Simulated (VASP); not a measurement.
Here is a VASP 6.6.1 calculation.

File INCAR:

```
SYSTEM = CuSb2
PREC     = Accurate       ! precision mode
ENCUT    = 520            ! plane-wave cutoff, eV
EDIFF    = 1E-7           ! SCF threshold, eV
ISMEAR   = 0              ! smearing method
SIGMA    = 0.05           ! smearing width, eV
LREAL    = .False.        ! projectors in reciprocal space
LASPH    = .True.         ! aspherical terms in the spheres
NELM     = 100            ! most SCF steps
ALGO     = Normal         ! electronic algorithm
ISIF     = 2              ! what is computed and relaxed
LWAVE    = .False.        ! write WAVECAR
LCHARG   = .False.        ! write CHGCAR
GGA      = PE             ! functional
NBANDS   = 18             ! bands
```

The input KPOINTS:

```
regular mesh
0
Gamma
  10 10 8
  0 0 0
```

The input POSCAR:

```
CuSb2
1.0
    3.9839781940      0.0000000000      0.0000000000
   -1.9919890970      3.4502263242      0.0000000000
    0.0000000000      0.0000000000      4.8775812222
Cu Sb
1 2
Direct
    0.0000000000      0.0000000000      0.0000000000
    0.3333333333      0.6666666667      0.2644950049
    0.6666666667      0.3333333333      0.7355049951
```

Potentials or basis: VASP PAW PBE potentials, release 64 (Cu, Sb).

Run with:

```console
$ cat potpaw_PBE.64/Cu/POTCAR potpaw_PBE.64/Sb/POTCAR > POTCAR
$ mpirun -np 1 vasp_std > vasp.out
```

(1) What does it give for the pressure?

(2) Predict the largest force.

(3) Estimate the band gap on the k mesh.

Results:

(1) 2.6 GPa.

(2) 0.020 eV/Å.

(3) zero (an odd number of electrons rules out a gap without spin polarisation).

Caveat: spin-orbit coupling is left out, which moves the levels of the heavy elements.
